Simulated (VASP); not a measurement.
# Nb16Pd in VASP: single point with LDA

Aim: the single point of Nb16Pd with LDA.

All numbers are computed with VASP 6.6.1; they aren't measurements. Logs are shortened: lines on timing, memory, paths and dates and some standing lists are left out, and cuts for length are marked.

## Step 1: The cell of the first run

The cell holds a slab with vacuum, 17 atoms: a = 6.600 Å, b = 6.600 Å, c = 16.950 Å, α = 90.00°, β = 90.00°, γ = 90.00°.

## Step 2: Single point, LDA

File INCAR:

```
SYSTEM = Nb16Pd
ALGO = Normal
EDIFF = 1E-7
ENCUT = 520
GGA = CA
ISIF = 2
ISMEAR = 0
LASPH = .True.
LCHARG = .False.
LREAL = Auto
LWAVE = .False.
NBANDS = 123
NELM = 60
PREC = Accurate
SIGMA = 0.05
```

File KPOINTS:

```
k-points
0
Gamma
  3 3 1
  0 0 0
```

File POSCAR:

```
Nb16Pd
1.0
    6.6000000000      0.0000000000      0.0000000000
    0.0000000000      6.6000000000      0.0000000000
    0.0000000000      0.0000000000     16.9500000000
Nb Pd
16 1
Direct
    0.2500000000      0.2500000000      0.0589971091
    0.7500000000      0.2500000000      0.0589971091
    0.2500000000      0.7500000000      0.0589971091
    0.7500000000      0.7500000000      0.0589971091
    0.0010063636     -0.0010504545      0.1401506195
    0.4982057576     -0.0011112121      0.1401560472
    0.0010606061      0.5017425758      0.1401566372
    0.4981498485      0.5018039394      0.1401433628
    0.2495443939      0.2504472727      0.2400646608
    0.7487919697      0.2510713636      0.2334920944
    0.2491553030      0.7507471212      0.2387900295
    0.7494806061      0.7503893939      0.2400629499
   -0.0048901515      0.0048269697      0.3229777581
    0.5027957576      0.0032143939      0.3231772861
   -0.0034557576      0.4969883333      0.3231566962
    0.5009610606      0.4989907576      0.3234050147
    0.7481412121      1.2516534848      0.4028785841
```

Potentials or basis: VASP PAW LDA potentials, release 64 (Nb_sv, Pd).

Run with:

```sh
$ cat potpaw_LDA.64/Nb_sv/POTCAR potpaw_LDA.64/Pd/POTCAR > POTCAR
$ mpirun -np 1 vasp_std > vasp.out
```

OUTCAR:

```text
SYSTEM = Nb16Pd
   EDIFF = 1E-7
   ENCUT = 520
   GGA = CA
   ISIF = 2
   ISMEAR = 0
   LASPH = .True.
   LREAL = Auto
   NELM = 60
   PREC = Accurate

 ion  position               nearest neighbor table
   1  0.250  0.250  0.059-   6 2.71   8 2.71   5 2.71   7 2.71
   2  0.750  0.250  0.059-   5 2.72   7 2.72   6 2.72   8 2.72  10 2.96
   3  0.250  0.750  0.059-   8 2.69   6 2.70   7 2.70   5 2.70  11 3.05
   4  0.750  0.750  0.059-   7 2.71   5 2.71   8 2.71   6 2.71
   5  0.001  0.999  0.140-   3 2.70   4 2.71   1 2.71   2 2.72  10 2.84  11 2.86   9 2.88  12 2.88

   6  0.498  0.999  0.140-   3 2.70   1 2.71   4 2.71   2 2.72  10 2.83  11 2.86  12 2.88   9 2.88

   7  0.001  0.502  0.140-   3 2.70   4 2.71   1 2.71   2 2.72  10 2.83  11 2.86   9 2.88  12 2.88
[... 11 lines left out ...]
  13  0.995  0.005  0.323-  17 2.67   9 2.72  12 2.72  10 2.75  11 2.77
  14  0.503  0.003  0.323-  17 2.67  12 2.72   9 2.73  10 2.76  11 2.76
  15  0.997  0.497  0.323-  17 2.67   9 2.72  12 2.73  10 2.76  11 2.76
  16  0.501  0.499  0.323-  17 2.67  12 2.73   9 2.73  11 2.75  10 2.77
  17  0.748  0.252  0.403-  15 2.67  14 2.67  16 2.67  13 2.67  10 2.87

  LATTYP: Found a simple tetragonal cell.
 ALAT       =     6.6000000000
 C/A-ratio  =     2.5681818182

  Lattice vectors:

 A1 = (   6.6000000000,   0.0000000000,   0.0000000000)
 A2 = (   0.0000000000,   6.6000000000,   0.0000000000)
 A3 = (   0.0000000000,   0.0000000000,  16.9500000000)

Analysis of symmetry for initial positions (statically):
=====================================================================
 Subroutine PRICEL returns:
 Original cell was already a primitive cell.

 Routine SETGRP: Setting up the symmetry group for a
 simple tetragonal supercell.

 Subroutine GETGRP returns: Found  1 space group operations
 (whereof  1 operations were pure point group operations)
 out of a pool of 16 trial point group operations.

The static configuration has the point symmetry C_1 .

Analysis of symmetry for dynamics (positions and initial velocities):
=====================================================================
 Subroutine PRICEL returns:
 Original cell was already a primitive cell.

 Routine SETGRP: Setting up the symmetry group for a
 simple tetragonal supercell.

 Subroutine GETGRP returns: Found  1 space group operations
 (whereof  1 operations were pure point group operations)
 out of a pool of 16 trial point group operations.

The dynamic configuration has the point symmetry C_1 .

 Subroutine INISYM returns: Found  1 space group operations
[... 113 lines left out ...]
   ISIF   =      2    stress and relaxation
   ISYM   =      2    0-nonsym 1-usesym 2-fastsym
   POTIM  = 0.5000    time-step for ionic-motion
   TEBEG  =    0.0;   TEEND  =   0.0 temperature during run
   PSTRESS=    0.0 pullay stress
   NELECT =     218.0000    total number of electrons
   NUPDOWN=      -1.0000    fix difference up-down
   EMIN   =  10.00;   EMAX   =-10.00  energy-range for DOS
   EFERMI =   0.00;   METHOD = LEGACY
   ISMEAR =     0;   SIGMA  =   0.05  broadening in eV -4-tet -1-fermi 0-gaus
   EFERMI_NEDOS =   21; number of points for ismear=-14 and -15
   IALGO  =     38    algorithm
   IMIX   =      4    mixing-type and parameters
     AMIX     =   0.40;   BMIX     =  1.00
     AMIX_MAG =   1.60;   BMIX_MAG =  1.00
  volume/ion in A,a.u.               =      43.43       293.09
  Fermi-wavevector in a.u.,A,eV,Ry     =   1.090120  2.060029 16.168654  1.188363
  Thomas-Fermi vector in A             =   2.226338
   LORBIT       =      0    0 simple, 1 ext, 2 COOP (PROOUT), +10 PAW based schemes
   GGA     = CA    functional components
   LHFCALC =     F    Hartree Fock is set to
   AEXX    =    0.0000 exact exchange contribution
   IVDW    =     0    specifies the selected vdW correction
   LEPSILON=     F    determine dielectric tensor
   LRPA    =     F    only Hartree local field effects (RPA)
 non-spin polarized calculation
 Gauss-broadening in eV      SIGMA  =   0.05
  energy-cutoff  :      520.00
  volume of cell :      738.34
 maximum number of plane-waves:     19887
 NGX is ok and might be reduce to    50
   NGX = 25   NGY = 25   NGZ = 63

 number of electron     218.0000018 magnetization

 Free energy of the ion-electron system (eV)
  ---------------------------------------------------
  ext. energy  EPLUGINS =         0.00000000
  ---------------------------------------------------
  free energy    TOTEN  =      -171.56634650 eV

  energy without entropy =     -171.53454035  energy(sigma->0) =     -171.55044342

 E-fermi :   2.4388     XC(G=0):  -6.4446

 val. band max:        2.4084686461   @ k =  -0.3333   0.3333   0.0000
 cond. band min:       2.4404165383   @ k =   0.3333   0.0000   0.0000
 fundamental gap:      0.0319478922
 Fermi energy:         2.4387868794

 k-point     1 :       0.0000    0.0000    0.0000
  band No.  band energies     occupation
      1     -52.2918      2.00000
      2     -52.2249      2.00000
      3     -52.2236      2.00000
      4     -52.2032      2.00000
      5     -52.1920      2.00000
      6     -52.1138      2.00000
[... 609 lines left out ...]
    120       2.8952      0.00000
    121       2.9829      0.00000
 [bands above 121 left out]

------------------------ aborting loop because EDIFF is reached ----------------------------------------

  FORCE on cell =-STRESS in cart. coord.  units (eV):
  Direction    XX          YY          ZZ          XY          YZ          ZX
  --------------------------------------------------------------------------------------
  -------------------------------------------------------------------------------------
  Total      -11.5058458    -11.5045558     -0.0239484      0.0122401     -0.0527068      0.0602026
  in kB      -24.9672988    -24.9644994     -0.0519671      0.0265606     -0.1143721      0.1306377
  external PRESSURE =     -16.6612551 kB  Pullay stress =       0.0000000 kB

 VOLUME and BASIS-vectors are now :
 -----------------------------------------------------------------------------
  energy-cutoff  :      520.00
  volume of cell :      738.34
      direct lattice vectors                 reciprocal lattice vectors
     6.600000000  0.000000000  0.000000000     0.151515152  0.000000000  0.000000000
     0.000000000  6.600000000  0.000000000     0.000000000  0.151515152  0.000000000
     0.000000000  0.000000000 16.950000000     0.000000000  0.000000000  0.058997050

 POSITION                                       TOTAL-FORCE (eV/Angst)
 -----------------------------------------------------------------------------------
      1.65000      1.65000      1.00000        -0.004921      0.004869     -0.022828
      4.95000      1.65000      1.00000        -0.007968      0.007107      0.031125
      1.65000      4.95000      1.00000         0.000581     -0.000749     -0.043567
      4.95000      4.95000      1.00000        -0.005511      0.004257     -0.023194
      0.00664      6.59307      2.37555         0.006027     -0.005805      0.002675
      3.28816      6.59267      2.37565         0.000703     -0.004845     -0.001773
[... 9 lines left out ...]
      3.30634      3.29334      5.48171        -0.005600      0.006551      0.000071
      4.93773      1.66091      6.82879         0.004386     -0.004540      0.015837
 -----------------------------------------------------------------------------------
    total drift:                               -0.001954      0.002188     -0.009999

  FREE ENERGIE OF THE ION-ELECTRON SYSTEM (eV)
  ---------------------------------------------------
  free  energy   TOTEN  =      -171.5663465009 eV

  energy  without entropy=     -171.5345403473  energy(sigma->0) =     -171.55044342
```

OSZICAR:

```text
N       E                     dE             d eps       ncg     rms          rms(c)
DAV:   1     0.294533385544E+04    0.29453E+04   -0.11817E+05  1486   0.166E+03
DAV:   2     0.121011241671E+03   -0.28243E+04   -0.27696E+04  1598   0.776E+02
DAV:   3    -0.154899833112E+03   -0.27591E+03   -0.26898E+03  1972   0.167E+02
[... 25 lines left out ...]
DAV:  29    -0.171566340138E+03   -0.14803E-04   -0.26186E-06  1364   0.493E-03    0.232E-03
DAV:  30    -0.171566343901E+03   -0.37624E-05   -0.84693E-07  1044   0.273E-03    0.136E-03
DAV:  31    -0.171566346098E+03   -0.21970E-05   -0.47861E-07  1068   0.212E-03    0.625E-04
DAV:  32    -0.171566346456E+03   -0.35866E-06   -0.13533E-07   924   0.153E-03    0.499E-04
DAV:  33    -0.171566346501E+03   -0.44609E-07   -0.29716E-08   820   0.122E-03
   1 F= -.17156635E+03 E0= -.17155044E+03  d E =-.318062E-01
```

stdout:

```text
POSCAR found type information on POSCAR NbPd
 POSCAR found :  2 types and      17 ions
 scaLAPACK will be used
 LDA part: xc-table for (Slater(with rela. corr.)+CA(PZ))
 , standard interpolation
 POSCAR, INCAR and KPOINTS ok, starting setup
 FFT: planning ... GRIDC
 FFT: planning ... GRID_SOFT
 FFT: planning ... GRID
 WAVECAR not read
 entering main loop
```

Run time: 33 min. Hardware: 1 thread of Intel Xeon Platinum 8488C (Sapphire Rapids), shared host; peak memory 0.68 GiB.

What came out:

- Free energy: -171.5663 eV
- Largest force: 0.044 eV/Å
- Band gap on the k mesh: zero (bands 109 and 110 overlap by 0.15 eV)

Forces in eV/Å, atoms in the order of the input:
```
Nb  -0.005  0.005 -0.023
Nb  -0.008  0.007  0.031
Nb   0.001 -0.001 -0.044
Nb  -0.006  0.004 -0.023
Nb   0.006 -0.006  0.003
Nb   0.001 -0.005 -0.002
Nb   0.005  0.000 -0.002
Nb   0.000  0.000 -0.002
Nb  -0.005  0.010  0.004
Nb   0.001 -0.001  0.011
Nb   0.005 -0.005  0.010
Nb  -0.011  0.005  0.004
Nb   0.001 -0.001  0.013
Nb   0.004 -0.010  0.002
Nb   0.011 -0.004  0.003
Nb  -0.006  0.007  0.000
Pd   0.004 -0.005  0.016
```

Levels at points of the mesh, in eV from the Fermi level:
| k point | band 105 | band 106 | band 107 | band 108 | band 109 | band 110 | band 111 | band 112 |
| --- | --- | --- | --- | --- | --- | --- | --- | --- |
| (0.00, 0.00, 0.00) | -0.22 | -0.22 | -0.22 | 0.01 | 0.12 | 0.12 | 0.13 | 0.13 |

Caveat: there is no dipole correction, which matters where the two faces differ.

The gap in the log of VASP goes by the Fermi energy; the results here count the filled bands.